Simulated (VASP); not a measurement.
# NbC2 (Pnnm) in VASP: single point with PBE

Aim: the single point of NbC2 with PBE.

Program: VASP 6.6.1. These are calculated values, not measurements. Logs are shortened: lines on timing, memory, paths and dates and some standing lists are left out, and cuts for length are marked.

## Step 1: The cell of the first run

The typed cell holds 6 atoms: a = 4.595 Å, b = 4.571 Å, c = 3.065 Å, α = 90.00°, β = 90.00°, γ = 90.00°.

## Step 2: Single point, PBE

File INCAR:

```
ALGO = Normal
EDIFF = 1E-6
ENCUT = 600
GGA = PE
GGA_COMPAT = False
ISIF = 2
ISMEAR = 0
LASPH = True
LCHARG = True
LELF = True
LREAL = False
LVHAR = True
LWAVE = False
NBANDS = 30
NELM = 120
PREC = Accurate
SIGMA = 0.2
```

File KPOINTS:

```
k-points
0
Gamma
  4 3 5
```

File POSCAR:

```
NbC2
1.0
    4.5949411648      0.0000000000      0.0000000000
    0.0000000000      4.5708947368      0.0000000000
    0.0000000000      0.0000000000      3.0654886140
Nb C
2 4
Direct
    0.5000000000      0.5000000000      0.5000000000
    0.0000000000      0.0000000000      0.0000000000
    0.3529280964      1.0002895623      0.5000000000
    0.6470719036     -0.0002895623      0.5000000000
    0.8529280964      0.4997104377      0.0000000000
    0.1470719036      0.5002895623      0.0000000000
```

Potentials or basis: VASP PAW PBE potentials, release 64 (Nb_sv, C).

Started as:

```bash
$ cat potpaw_PBE.64/Nb_sv/POTCAR potpaw_PBE.64/C/POTCAR > POTCAR
$ mpirun -np 1 vasp_std > vasp.out
```

OUTCAR:

```text
EDIFF = 1E-6
   ENCUT = 600
   GGA = PE
   ISIF = 2
   ISMEAR = 0
   LASPH = True
   LREAL = False
   NELM = 120
   PREC = Accurate

 ion  position               nearest neighbor table
   1  0.500  0.500  0.500-   5 2.23   6 2.23   5 2.23   6 2.23   3 2.38   4 2.38   3 2.38   4 2.38

   2  0.000  0.000  0.000-   3 2.23   4 2.23   3 2.23   4 2.23   5 2.38   6 2.38   6 2.38   5 2.38

   3  0.353  0.000  0.500-   4 1.35   2 2.23   2 2.23   1 2.38   1 2.38
   4  0.647  1.000  0.500-   3 1.35   2 2.23   2 2.23   1 2.38   1 2.38
   5  0.853  0.500  0.000-   6 1.35   1 2.23   1 2.23   2 2.38   2 2.38
   6  0.147  0.500  0.000-   5 1.35   1 2.23   1 2.23   2 2.38   2 2.38

  LATTYP: Found a simple orthorhombic cell.
 ALAT       =     3.0654886140
 B/A-ratio  =     1.4910819489
 C/A-ratio  =     1.4989261887

  Lattice vectors:

 A1 = (   0.0000000000,   0.0000000000,  -3.0654886140)
 A2 = (   0.0000000000,   4.5708947368,   0.0000000000)
 A3 = (   4.5949411648,   0.0000000000,   0.0000000000)

Analysis of symmetry for initial positions (statically):
=====================================================================
 Subroutine PRICEL returns:
 Original cell was already a primitive cell.

 Routine SETGRP: Setting up the symmetry group for a
 simple orthorhombic supercell.

 Subroutine GETGRP returns: Found  8 space group operations
 (whereof  4 operations were pure point group operations)
 out of a pool of  8 trial point group operations.

The static configuration has the point symmetry C_2h.
 The point group associated with its full space group is D_2h.

Analysis of symmetry for dynamics (positions and initial velocities):
=====================================================================
 Subroutine PRICEL returns:
 Original cell was already a primitive cell.

 Routine SETGRP: Setting up the symmetry group for a
 simple orthorhombic supercell.

 Subroutine GETGRP returns: Found  8 space group operations
 (whereof  4 operations were pure point group operations)
 out of a pool of  8 trial point group operations.

The dynamic configuration has the point symmetry C_2h.
 The point group associated with its full space group is D_2h.

 Subroutine INISYM returns: Found  8 space group operations
 (whereof  4 operations are pure point group operations),
 and found     1 'primitive' translations

----------------------------------------------------------------------------------------

                                     Primitive cell

  volume of cell :      64.3844

  direct lattice vectors                    reciprocal lattice vectors
     4.594941165  0.000000000  0.000000000     0.217630643  0.000000000  0.000000000
     0.000000000  4.570894737  0.000000000     0.000000000  0.218775548  0.000000000
     0.000000000  0.000000000  3.065488614     0.000000000  0.000000000  0.326212270

  length of vectors
     4.594941165  4.570894737  3.065488614     0.217630643  0.218775548  0.326212270

  position of ions in fractional coordinates (direct lattice)
     0.500000000  0.500000000  0.500000000
     0.000000000  0.000000000  0.000000000
     0.352928096  0.000289562  0.500000000
     0.647071904  0.999710438  0.500000000
     0.852928096  0.499710438  0.000000000
     0.147071904  0.500289562  0.000000000

  ion indices of the primitive-cell ions
   primitive index   ion index
                 1           1
                 2           2
                 3           3
                 4           4
                 5           5
                 6           6

----------------------------------------------------------------------------------------

 KPOINTS: k-points

Automatic generation of k-mesh.
 Grid dimensions read from file:
 generate k-points for:    4    3    5

 Generating k-lattice:

  Cartesian coordinates                     Fractional coordinates (reciprocal lattice)
     0.054407661  0.000000000  0.000000000     0.250000000  0.000000000  0.000000000
     0.000000000  0.072925183  0.000000000     0.000000000  0.333333333  0.000000000
     0.000000000  0.000000000  0.065242454     0.000000000  0.000000000  0.200000000

  Length of vectors
     0.054407661  0.072925183  0.065242454

  Shift w.r.t. Gamma in fractional coordinates (k-lattice)
     0.000000000  0.000000000  0.000000000

 Subroutine IBZKPT returns following result:
 ===========================================

 Found     18 irreducible k-points:

 Following reciprocal coordinates:
            Coordinates               Weight
  0.000000  0.000000  0.000000      1.000000
  0.250000  0.000000  0.000000      2.000000
  0.500000  0.000000  0.000000      1.000000
  0.000000  0.333333  0.000000      2.000000
  0.250000  0.333333  0.000000      4.000000
  0.500000  0.333333  0.000000      2.000000
[... 10 lines left out ...]
  0.250000  0.333333  0.400000      8.000000
  0.500000  0.333333  0.400000      4.000000
   k-points           NKPTS =     18   k-points in BZ     NKDIM =     18   number of bands    NBANDS=     30
   number of dos      NEDOS =    301   number of ions     NIONS =      6
   total plane-waves  NPLWV =  38400
   dimension x,y,z NGX =    40 NGY =   40 NGZ =   24
   dimension x,y,z NGXF=    80 NGYF=   80 NGZF=   48
   ions per type =               2   4
   NGX,Y,Z   is equivalent  to a cutoff of  14.47, 14.55, 13.02 a.u.
   NGXF,Y,Z  is equivalent  to a cutoff of  28.94, 29.10, 26.03 a.u.
 SYSTEM =  unknown system
   PREC   = accura    normal or accurate (medium, high low for compatibility)
   ISTART =      0    job   : 0-new  1-cont  2-samecut
   ICHARG =      2    charge: 1-file 2-atom 10-const
   ISPIN  =      1    spin polarized calculation?
   LNONCOLLINEAR =      F non collinear calculations
   LSORBIT =      F    spin-orbit coupling
   LASPH  =      T    aspherical Exc in radial PAW
   ENCUT  =  600.0 eV  44.10 Ry    6.64 a.u.   9.18  9.13  6.12*2*pi/ulx,y,z
   NELM   =    120;   NELMIN=  2; NELMDL= -5     # of ELM steps
   EDIFF  = 0.1E-05   stopping-criterion for ELM
   LREAL  =      F    real-space projection
   EDIFFG = 0.1E-04   stopping-criterion for IOM
   NSW    =      0    number of steps for IOM
   IBRION =     -1    ionic relax: 0-MD 1-quasi-New 2-CG
   NFREE  =      0    steps in history (QN), initial steepest desc. (CG)
   ISIF   =      2    stress and relaxation
   ISYM   =      2    0-nonsym 1-usesym 2-fastsym
   POTIM  = 0.5000    time-step for ionic-motion
   TEBEG  =    0.0;   TEEND  =   0.0 temperature during run
   PSTRESS=    0.0 pullay stress
   NELECT =      42.0000    total number of electrons
   NUPDOWN=      -1.0000    fix difference up-down
   EMIN   =  10.00;   EMAX   =-10.00  energy-range for DOS
   EFERMI =   0.00;   METHOD = LEGACY
   ISMEAR =     0;   SIGMA  =   0.20  broadening in eV -4-tet -1-fermi 0-gaus
   EFERMI_NEDOS =   21; number of points for ismear=-14 and -15
   IALGO  =     38    algorithm
   IMIX   =      4    mixing-type and parameters
     AMIX     =   0.40;   BMIX     =  1.00
     AMIX_MAG =   1.60;   BMIX_MAG =  1.00
  volume/ion in A,a.u.               =      10.73        72.41
  Fermi-wavevector in a.u.,A,eV,Ry     =   1.419812  2.683056 27.427539  2.015867
  Thomas-Fermi vector in A             =   2.540794
   LORBIT       =      0    0 simple, 1 ext, 2 COOP (PROOUT), +10 PAW based schemes
   GGA     = PE    functional components
   LHFCALC =     F    Hartree Fock is set to
   AEXX    =    0.0000 exact exchange contribution
   IVDW    =     0    specifies the selected vdW correction
   LEPSILON=     F    determine dielectric tensor
   LRPA    =     F    only Hartree local field effects (RPA)
 non-spin polarized calculation
 Gauss-broadening in eV      SIGMA  =   0.20
  energy-cutoff  :      600.00
  volume of cell :       64.38
 maximum number of plane-waves:      2162
 NGX is ok and might be reduce to    40
   NGX = 19   NGY = 19   NGZ = 13

 number of electron      41.9999998 magnetization

 Free energy of the ion-electron system (eV)
  ---------------------------------------------------
  ext. energy  EPLUGINS =         0.00000000
  ---------------------------------------------------
  free energy    TOTEN  =       -54.82418403 eV

  energy without entropy =      -54.76908272  energy(sigma->0) =      -54.79663338

 E-fermi :   9.7498     XC(G=0): -12.2895

 val. band max:        9.6806423303   @ k =   0.2500   0.0000   0.4000
 cond. band min:       9.7849342357   @ k =   0.2500   0.0000   0.2000
 fundamental gap:      0.1042919053
 Fermi energy:         9.7497968801

 k-point     1 :       0.0000    0.0000    0.0000
  band No.  band energies     occupation
      1     -45.8135      2.00000
      2     -45.7846      2.00000
      3     -22.2506      2.00000
      4     -22.0727      2.00000
      5     -21.7588      2.00000
      6     -21.6529      2.00000
[... 22 lines left out ...]
     29      15.2641      0.00000
     30      18.1867      0.00000

 k-point     2 :       0.2500    0.0000    0.0000
  band No.  band energies     occupation
      1     -45.8092      2.00000
      2     -45.7887      2.00000
      3     -22.2247      2.00000
      4     -22.0989      2.00000
      5     -21.7357      2.00000
      6     -21.6438      2.00000
[... 22 lines left out ...]
     29      15.0317      0.00000
     30      16.7882      0.00000

 k-point     3 :       0.5000    0.0000    0.0000
  band No.  band energies     occupation
      1     -45.7989      2.00000
      2     -45.7989      2.00000
      3     -22.1619      2.00000
      4     -22.1619      2.00000
      5     -21.6706      2.00000
      6     -21.6706      2.00000
[... 22 lines left out ...]
     29      14.1853      0.00000
     30      14.1853      0.00000

 k-point     4 :       0.0000    0.3333    0.0000
  band No.  band energies     occupation
      1     -45.8061      2.00000
      2     -45.7916      2.00000
      3     -22.2242      2.00000
      4     -22.1357      2.00000
      5     -21.7082      2.00000
      6     -21.6378      2.00000
[... 22 lines left out ...]
     29      15.3794      0.00000
     30      15.9559      0.00000

 k-point     5 :       0.2500    0.3333    0.0000
  band No.  band energies     occupation
      1     -45.8039      2.00000
      2     -45.7937      2.00000
      3     -22.2232      2.00000
      4     -22.1607      2.00000
      5     -21.6861      2.00000
      6     -21.6330      2.00000
[... 22 lines left out ...]
     29      14.9851      0.00000
     30      15.3505      0.00000
[... 328 lines left out ...]
     29      16.9081      0.00000
     30      16.9115      0.00000

 k-point    16 :       0.0000    0.3333    0.4000
  band No.  band energies     occupation
      1     -45.7565      2.00000
      2     -45.7520      2.00000
      3     -22.2080      2.00000
      4     -22.1902      2.00000
      5     -22.0576      2.00000
      6     -22.0397      2.00000
[... 22 lines left out ...]
     29      14.5350      0.00000
     30      14.8509      0.00000

 k-point    17 :       0.2500    0.3333    0.4000
  band No.  band energies     occupation
      1     -45.7558      2.00000
      2     -45.7526      2.00000
      3     -22.1833      2.00000
      4     -22.1727      2.00000
      5     -22.0792      2.00000
      6     -22.0640      2.00000
[... 22 lines left out ...]
     29      15.4289      0.00000
     30      15.6429      0.00000

 k-point    18 :       0.5000    0.3333    0.4000
  band No.  band energies     occupation
      1     -45.7541      2.00000
      2     -45.7541      2.00000
      3     -22.1317      2.00000
      4     -22.1317      2.00000
      5     -22.1196      2.00000
      6     -22.1196      2.00000
[... 22 lines left out ...]
     29      16.0610      0.00000
     30      16.0612      0.00000

------------------------ aborting loop because EDIFF is reached ----------------------------------------

  FORCE on cell =-STRESS in cart. coord.  units (eV):
  Direction    XX          YY          ZZ          XY          YZ          ZX
  --------------------------------------------------------------------------------------
  -------------------------------------------------------------------------------------
  Total        0.0369675     -0.1412039     -0.4474473      0.0000000      0.0000000      0.0000000
  in kB        0.9199192     -3.5137938    -11.1345215      0.0000000      0.0000000      0.0000000
  external PRESSURE =      -4.5761320 kB  Pullay stress =       0.0000000 kB

 VOLUME and BASIS-vectors are now :
 -----------------------------------------------------------------------------
  energy-cutoff  :      600.00
  volume of cell :       64.38
      direct lattice vectors                 reciprocal lattice vectors
     4.594941165  0.000000000  0.000000000     0.217630643  0.000000000  0.000000000
     0.000000000  4.570894737  0.000000000     0.000000000  0.218775548  0.000000000
     0.000000000  0.000000000  3.065488614     0.000000000  0.000000000  0.326212270

 POSITION                                       TOTAL-FORCE (eV/Angst)
 -----------------------------------------------------------------------------------
      2.29747      2.28545      1.53274         0.000000     -0.000000      0.000000
      0.00000      0.00000      0.00000         0.000000     -0.000000      0.000000
      1.62168      0.00132      1.53274        -0.156477     -0.012447     -0.000000
      2.97326      4.56957      1.53274         0.156477      0.012447      0.000000
      3.91915      2.28412      0.00000        -0.156477      0.012447     -0.000000
      0.67579      2.28677      0.00000         0.156477     -0.012447      0.000000
 -----------------------------------------------------------------------------------
    total drift:                               -0.000000      0.000000     -0.000000

  FREE ENERGIE OF THE ION-ELECTRON SYSTEM (eV)
  ---------------------------------------------------
  free  energy   TOTEN  =       -54.8241840289 eV

  energy  without entropy=      -54.7690827214  energy(sigma->0) =      -54.79663338
```

Wall time 21 s (1 thread of Intel Xeon 6975P-C (Granite Rapids), shared host); peak memory 0.2 GiB.

Results:

| Property | Result |
| --- | --- |
| Free energy | -54.8242 eV |
| Pressure | -0.5 GPa |
| Largest force | 0.157 eV/Å |
| Band gap on the k mesh | zero (band 21 reaches 10.20 eV, above the bottom of band 22 at 8.50 eV) |

Forces in eV/Å, atoms in the order of the input:
```
Nb   0.000  0.000  0.000
Nb   0.000  0.000  0.000
C   -0.156 -0.012  0.000
C    0.156  0.012  0.000
C   -0.156  0.012  0.000
C    0.156 -0.012  0.000
```

Levels at points of the mesh, in eV from the Fermi level:
```csv
k point,band 18,band 19,band 20,band 21,band 22,band 23,band 24,band 25
"(0.00, 0.00, 0.00)",-2.60,-2.07,-1.76,-0.51,-0.31,-0.21,0.56,1.66
"(0.50, 0.00, 0.00)",-3.11,-1.07,-1.07,-0.12,-0.12,1.21,1.21,2.61
```

Caveat: the k points lie up to 0.46 Å⁻¹ apart.
